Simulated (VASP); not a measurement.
Here is a VASP 6.6.1 calculation.

The input INCAR:

```
SYSTEM = Al2Pt
ALGO = Normal ; EDIFF = 1E-7
ENCUT = 520 ; GGA = PE
ISIF = 2 ; ISMEAR = 0
LASPH = .True. ; LCHARG = .False.
LREAL = .False. ; LWAVE = .False.
NBANDS = 15 ; NELM = 100
PREC = Accurate ; SIGMA = 0.1
```

KPOINTS

```
k-points
0
Gamma
  6 6 6
  0 0 0
```

Contents of POSCAR:

```
Al2Pt
1.0
    0.0000000000      2.9562061583      2.9562061583
    2.9562061583      0.0000000000      2.9562061583
    2.9562061583      2.9562061583      0.0000000000
Al Pt
2 1
Direct
    0.2500000000      0.2500000000      0.2500000000
    0.7500000000      0.7500000000      0.7500000000
    0.0000000000      0.0000000000      0.0000000000
```

Potentials or basis: VASP PAW PBE potentials, release 64 (Al, Pt).

Run with:

```console
$ cat potpaw_PBE.64/Al/POTCAR potpaw_PBE.64/Pt/POTCAR > POTCAR
$ mpirun -np 1 vasp_std > vasp.out
```

(1) What does it give for the pressure?

(2) Estimate the band gap on the k mesh.

Answers

(1) 2.1 GPa.

(2) zero (band 8 reaches 11.71 eV, above the bottom of band 9 at 6.28 eV).

Caveat: spin-orbit coupling is left out, which moves the levels of the heavy elements.
